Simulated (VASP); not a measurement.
# CdF2 (I4mm) in VASP: single point with r2SCAN

Aim: the single point of CdF2 with r2SCAN.

All numbers are computed with VASP 6.6.1; they aren't measurements. Logs are shortened: lines on timing, memory, paths and dates and some standing lists are left out, and cuts for length are marked.

**1. The cell of the first run**

It takes space group I4mm (No. 107, tetragonal). Conventional cell: a = 3.810 Å, b = 3.810 Å, c = 5.388 Å, α = 90.00°, β = 90.00°, γ = 90.00°. Within 2.9 Å of Cd (site symmetry 4mm) lie 8 F at 2.17 to 2.52 Å. F (site symmetry 2mm) has 4 Cd at 2.17 to 2.52 Å and 6 F at 2.69 Å within 2.9 Å.

**2. Single point, r2SCAN (atom 1 (Cd) moved by (-0.300, +0.000) A along y and z)**

POSCAR reads:

```
CdF2
1.0
    0.0000000000      2.6940000000      2.6940000000
    2.6940000000      0.0000000000      2.6940000000
    2.6940000000      2.6940000000      0.0000000000
Cd F
1 2
Direct
   -0.0556792873      0.0556792873     -0.0556792873
    0.2500000000      0.2500000000      0.2500000000
    0.7500000000      0.7500000000      0.7500000000
```

INCAR.step1 reads:

```
SYSTEM = CdF2
PREC     = Accurate       ! precision mode
ENCUT    = 520            ! plane-wave cutoff, eV
ISMEAR   = 0              ! smearing method
SIGMA    = 0.05           ! smearing width, eV
LREAL    = .FALSE.        ! projectors in reciprocal space
LASPH    = .TRUE.         ! aspherical terms in the spheres
NELM     = 100            ! most SCF steps
NBANDS   = 20             ! bands
GGA      = PE             ! functional
ALGO     = Normal         ! electronic algorithm
EDIFF    = 1E-4           ! SCF threshold, eV
LWAVE    = .TRUE.         ! write WAVECAR
LCHARG   = .FALSE.        ! write CHGCAR
```

INCAR.step2 reads:

```
SYSTEM = CdF2
PREC     = Accurate       ! precision mode
ENCUT    = 520            ! plane-wave cutoff, eV
EDIFF    = 1E-6           ! SCF threshold, eV
ISMEAR   = 0              ! smearing method
SIGMA    = 0.05           ! smearing width, eV
LREAL    = .FALSE.        ! projectors in reciprocal space
LASPH    = .TRUE.         ! aspherical terms in the spheres
NELM     = 100            ! most SCF steps
ALGO     = Normal         ! electronic algorithm
ISIF     = 2              ! what is computed and relaxed
LWAVE    = .FALSE.        ! write WAVECAR
LCHARG   = .FALSE.        ! write CHGCAR
METAGGA  = R2SCAN         ! meta-GGA
LMIXTAU  = .TRUE.       
NBANDS   = 20             ! bands
ISTART   = 1
```

KPOINTS reads:

```
Automatic mesh
0
G
  8 8 8
  0 0 0
```

Potentials or basis: VASP PAW PBE potentials, release 64 (Cd, F).

On the command line:

```bash
$ cat potpaw_PBE.64/Cd/POTCAR potpaw_PBE.64/F/POTCAR > POTCAR
$ cp INCAR.step1 INCAR
$ mpirun -np 1 vasp_std > vasp.out
$ cp INCAR.step2 INCAR
$ mpirun -np 1 vasp_std > vasp.out
```

OUTCAR:

```text
SYSTEM = CdF2
   PREC = Accurate
   ENCUT = 520
   EDIFF = 1E-6
   ISMEAR = 0
   LREAL = .FALSE.
   LASPH = .TRUE.
   NELM = 100
   ISIF = 2
   METAGGA = R2SCAN
   ISTART = 1

 ion  position               nearest neighbor table
   1  0.944  0.056  0.944-   3 2.17   3 2.17   2 2.17   2 2.17   3 2.52   3 2.52   2 2.52   2 2.52

   2  0.250  0.250  0.250-   1 2.17   1 2.17   1 2.52   1 2.52
   3  0.750  0.750  0.750-   1 2.17   1 2.17   1 2.52   1 2.52

  LATTYP: Found a face centered cubic cell.
 ALAT       =     5.3880000000

  Lattice vectors:

 A1 = (   0.0000000000,   2.6940000000,   2.6940000000)
 A2 = (   2.6940000000,   0.0000000000,   2.6940000000)
 A3 = (   2.6940000000,   2.6940000000,   0.0000000000)

Analysis of symmetry for initial positions (statically):
=====================================================================
 Subroutine PRICEL returns:
 Original cell was already a primitive cell.

 Routine SETGRP: Setting up the symmetry group for a
 face centered cubic supercell.

 Subroutine GETGRP returns: Found  8 space group operations
 (whereof  8 operations were pure point group operations)
 out of a pool of 48 trial point group operations.

The static configuration has the point symmetry C_4v.

Analysis of symmetry for dynamics (positions and initial velocities):
=====================================================================
 Subroutine PRICEL returns:
 Original cell was already a primitive cell.

 Routine SETGRP: Setting up the symmetry group for a
 face centered cubic supercell.

 Subroutine GETGRP returns: Found  8 space group operations
 (whereof  8 operations were pure point group operations)
 out of a pool of 48 trial point group operations.

The dynamic configuration has the point symmetry C_4v.

 Subroutine INISYM returns: Found  8 space group operations
 (whereof  8 operations are pure point group operations),
 and found     1 'primitive' translations

----------------------------------------------------------------------------------------

                                     Primitive cell

  volume of cell :      39.1041

  direct lattice vectors                    reciprocal lattice vectors
     0.000000000  2.694000000  2.694000000    -0.185597624  0.185597624  0.185597624
     2.694000000  0.000000000  2.694000000     0.185597624 -0.185597624  0.185597624
     2.694000000  2.694000000  0.000000000     0.185597624  0.185597624 -0.185597624

  length of vectors
     3.809891337  3.809891337  3.809891337     0.321464515  0.321464515  0.321464515

  position of ions in fractional coordinates (direct lattice)
     0.944320713  0.055679287  0.944320713
     0.250000000  0.250000000  0.250000000
     0.750000000  0.750000000  0.750000000

  ion indices of the primitive-cell ions
   primitive index   ion index
                 1           1
                 2           2
                 3           3

----------------------------------------------------------------------------------------

 KPOINTS: Automatic mesh

Automatic generation of k-mesh.
 Grid dimensions read from file:
 generate k-points for:    8    8    8

 Generating k-lattice:

  Cartesian coordinates                     Fractional coordinates (reciprocal lattice)
    -0.023199703  0.023199703  0.023199703     0.125000000  0.000000000  0.000000000
     0.023199703 -0.023199703  0.023199703     0.000000000  0.125000000  0.000000000
     0.023199703  0.023199703 -0.023199703     0.000000000  0.000000000  0.125000000

  Length of vectors
     0.040183064  0.040183064  0.040183064

  Shift w.r.t. Gamma in fractional coordinates (k-lattice)
     0.000000000  0.000000000  0.000000000

 Subroutine IBZKPT returns following result:
 ===========================================

 Found     59 irreducible k-points:

 Following reciprocal coordinates:
            Coordinates               Weight
  0.000000  0.000000  0.000000      1.000000
  0.125000  0.000000  0.000000      8.000000
  0.250000  0.000000  0.000000      8.000000
  0.375000  0.000000  0.000000      8.000000
  0.500000  0.000000  0.000000      4.000000
  0.125000  0.125000  0.000000      4.000000
[... 16 lines left out ...]
  0.250000  0.000000  0.375000      8.000000
  0.500000  0.250000  0.000000     16.000000
 [... further k-points ...]
   k-points           NKPTS =     59   k-points in BZ     NKDIM =     59   number of bands    NBANDS=     20
   number of dos      NEDOS =    301   number of ions     NIONS =      3
   total plane-waves  NPLWV =  21952
   dimension x,y,z NGX =    28 NGY =   28 NGZ =   28
   dimension x,y,z NGXF=    56 NGYF=   56 NGZF=   56
   ions per type =               1   2
   NGX,Y,Z   is equivalent  to a cutoff of  12.22, 12.22, 12.22 a.u.
   NGXF,Y,Z  is equivalent  to a cutoff of  24.44, 24.44, 24.44 a.u.
 SYSTEM =  CdF2
   PREC   = accura    normal or accurate (medium, high low for compatibility)
   ISTART =      1    job   : 0-new  1-cont  2-samecut
   ICHARG =      0    charge: 1-file 2-atom 10-const
   ISPIN  =      1    spin polarized calculation?
   LNONCOLLINEAR =      F non collinear calculations
   LSORBIT =      F    spin-orbit coupling
   LASPH  =      T    aspherical Exc in radial PAW
   ENCUT  =  520.0 eV  38.22 Ry    6.18 a.u.   7.08  7.08  7.08*2*pi/ulx,y,z
   NELM   =    100;   NELMIN=  2; NELMDL=  0     # of ELM steps
   EDIFF  = 0.1E-05   stopping-criterion for ELM
   LREAL  =      F    real-space projection
   EDIFFG = 0.1E-04   stopping-criterion for IOM
   NSW    =      0    number of steps for IOM
   IBRION =     -1    ionic relax: 0-MD 1-quasi-New 2-CG
   NFREE  =      0    steps in history (QN), initial steepest desc. (CG)
   ISIF   =      2    stress and relaxation
   ISYM   =      2    0-nonsym 1-usesym 2-fastsym
   POTIM  = 0.5000    time-step for ionic-motion
   TEBEG  =    0.0;   TEEND  =   0.0 temperature during run
   PSTRESS=    0.0 pullay stress
   NELECT =      26.0000    total number of electrons
   NUPDOWN=      -1.0000    fix difference up-down
   EMIN   =  10.00;   EMAX   =-10.00  energy-range for DOS
   EFERMI =   0.00;   METHOD = LEGACY
   ISMEAR =     0;   SIGMA  =   0.05  broadening in eV -4-tet -1-fermi 0-gaus
   EFERMI_NEDOS =   21; number of points for ismear=-14 and -15
   IALGO  =     38    algorithm
   IMIX   =      4    mixing-type and parameters
     AMIX     =   0.40;   BMIX     =  1.00
     AMIX_MAG =   1.60;   BMIX_MAG =  1.00
  volume/ion in A,a.u.               =      13.03        87.96
  Fermi-wavevector in a.u.,A,eV,Ry     =   1.428867  2.700166 27.778468  2.041660
  Thomas-Fermi vector in A             =   2.548882
   LORBIT       =      0    0 simple, 1 ext, 2 COOP (PROOUT), +10 PAW based schemes
   METAGGA = R2SCAN    functional components
   LHFCALC =     F    Hartree Fock is set to
   AEXX    =    0.0000 exact exchange contribution
   IVDW    =     0    specifies the selected vdW correction
   LEPSILON=     F    determine dielectric tensor
   LRPA    =     F    only Hartree local field effects (RPA)
 non-spin polarized calculation
 Gauss-broadening in eV      SIGMA  =   0.05
  energy-cutoff  :      520.00
  volume of cell :       39.10
 maximum number of plane-waves:      1067
   NGX = 15   NGY = 15   NGZ = 15

 number of electron      25.9999988 magnetization

 Free energy of the ion-electron system (eV)
  ---------------------------------------------------
  ext. energy  EPLUGINS =         0.00000000
  ---------------------------------------------------
  free energy    TOTEN  =       -33.45327968 eV

  energy without entropy =      -33.45327968  energy(sigma->0) =      -33.45327968

 E-fermi :  -1.5048     XC(G=0): -11.0278

 val. band max:       -1.7044593953   @ k =  -0.2500   0.5000   0.2500
 cond. band min:       1.9184774717   @ k =   0.0000   0.0000   0.0000
 fundamental gap:      3.6229368671
 Fermi energy:        -1.5047624100

 k-point     1 :       0.0000    0.0000    0.0000
  band No.  band energies     occupation
      1     -23.8870      2.00000
      2     -22.8568      2.00000
      3      -7.5798      2.00000
      4      -7.5798      2.00000
      5      -7.3718      2.00000
      6      -6.4261      2.00000
[... 12 lines left out ...]
     19      18.4524      0.00000
     20      19.0378      0.00000

 k-point     2 :       0.1250    0.0000    0.0000
  band No.  band energies     occupation
      1     -23.8400      2.00000
      2     -22.8954      2.00000
      3      -7.5782      2.00000
      4      -7.5259      2.00000
      5      -7.1516      2.00000
      6      -6.4300      2.00000
[... 12 lines left out ...]
     19      18.3019      0.00000
     20      18.5867      0.00000

 k-point     3 :       0.2500    0.0000    0.0000
  band No.  band energies     occupation
      1     -23.7132      2.00000
      2     -23.0038      2.00000
      3      -7.4576      2.00000
      4      -7.3992      2.00000
      5      -6.7109      2.00000
      6      -6.4010      2.00000
[... 12 lines left out ...]
     19      17.8159      0.00000
     20      18.7028      0.00000

 k-point     4 :       0.3750    0.0000    0.0000
  band No.  band energies     occupation
      1     -23.5374      2.00000
      2     -23.1585      2.00000
      3      -7.2863      2.00000
      4      -7.2812      2.00000
      5      -6.4063      2.00000
      6      -6.2821      2.00000
[... 12 lines left out ...]
     19      17.2135      0.00000
     20      18.3754      0.00000

 k-point     5 :       0.5000    0.0000    0.0000
  band No.  band energies     occupation
      1     -23.3749      2.00000
      2     -23.3119      2.00000
      3      -7.2474      2.00000
      4      -7.1980      2.00000
      5      -6.3214      2.00000
      6      -6.2635      2.00000
[... 12 lines left out ...]
     19      16.9697      0.00000
     20      18.0484      0.00000
[... 353 lines left out ...]
      6      -6.6887      2.00000
[... 12 lines left out ...]
     19      19.7065      0.00000
     20      20.3562      0.00000

 k-point    22 :       0.3750    0.2500    0.0000
  band No.  band energies     occupation
      1     -23.5649      2.00000
      2     -23.1074      2.00000
      3      -7.2611      2.00000
      4      -7.0244      2.00000
      5      -6.7613      2.00000
      6      -6.2350      2.00000
[... 12 lines left out ...]
     19      19.4758      0.00000
     20      20.0332      0.00000

 k-point    23 :       0.2500    0.0000    0.3750
  band No.  band energies     occupation
      1     -23.5708      2.00000
      2     -23.1217      2.00000
      3      -7.1600      2.00000
      4      -7.1427      2.00000
      5      -6.8374      2.00000
      6      -6.3624      2.00000
[... 12 lines left out ...]
     19      19.5827      0.00000
     20      19.9678      0.00000

 k-point    24 :       0.5000    0.2500    0.0000
  band No.  band energies     occupation
      1     -23.4340      2.00000
      2     -23.2230      2.00000
      3      -7.1386      2.00000
      4      -6.9456      2.00000
      5      -6.6147      2.00000
      6      -6.2726      2.00000
[... 12 lines left out ...]
     19      18.9391      0.00000
     20      20.5902      0.00000

 [... further k-points ...]
[... 5 lines left out ...]
  --------------------------------------------------------------------------------------
  -------------------------------------------------------------------------------------
  Total        1.9338149      0.7949608      1.9338149      0.0000000      0.0000000      0.0000000
  in kB       79.2323809     32.5711818     79.2323809      0.0000000      0.0000000      0.0000000
  external PRESSURE =      63.6786478 kB  Pullay stress =       0.0000000 kB

 VOLUME and BASIS-vectors are now :
 -----------------------------------------------------------------------------
  energy-cutoff  :      520.00
  volume of cell :       39.10
      direct lattice vectors                 reciprocal lattice vectors
     0.000000000  2.694000000  2.694000000    -0.185597624  0.185597624  0.185597624
     2.694000000  0.000000000  2.694000000     0.185597624 -0.185597624  0.185597624
     2.694000000  2.694000000  0.000000000     0.185597624  0.185597624 -0.185597624

 POSITION                                       TOTAL-FORCE (eV/Angst)
 -----------------------------------------------------------------------------------
      2.69400      5.08800      2.69400         0.000000      1.765223      0.000000
      1.34700      1.34700      1.34700         0.000000     -0.882611      0.000000
      4.04100      4.04100      4.04100         0.000000     -0.882611      0.000000
 -----------------------------------------------------------------------------------
    total drift:                                0.000026      0.004131      0.000027

  FREE ENERGIE OF THE ION-ELECTRON SYSTEM (eV)
  ---------------------------------------------------
  free  energy   TOTEN  =       -33.4532796839 eV

  energy  without entropy=      -33.4532796839  energy(sigma->0) =      -33.45327968
```

Wall time 3.7 min (1 thread of AMD EPYC 7R43 (Zen 3), shared host); peak memory 0.15 GiB.

What came out:

| Property | Result |
| --- | --- |
| Free energy | -33.4533 eV |
| Pressure | 6.4 GPa |
| Largest force | 1.765 eV/Å |
| Band gap on the k mesh | 3.62 eV (least direct gap 4.25 eV) |

Forces on the atoms (eV/Å):
```
Cd   0.000  1.765  0.000
F    0.000 -0.883  0.000
F    0.000 -0.883  0.000
```

Caveat: the cell differs from its parent crystal (atom 1 (Cd) moved by (-0.300, +0.000) A along y and z); the cell stands under pressure; the PAW data sets were made with another functional, which shifts forces and pressure a little.
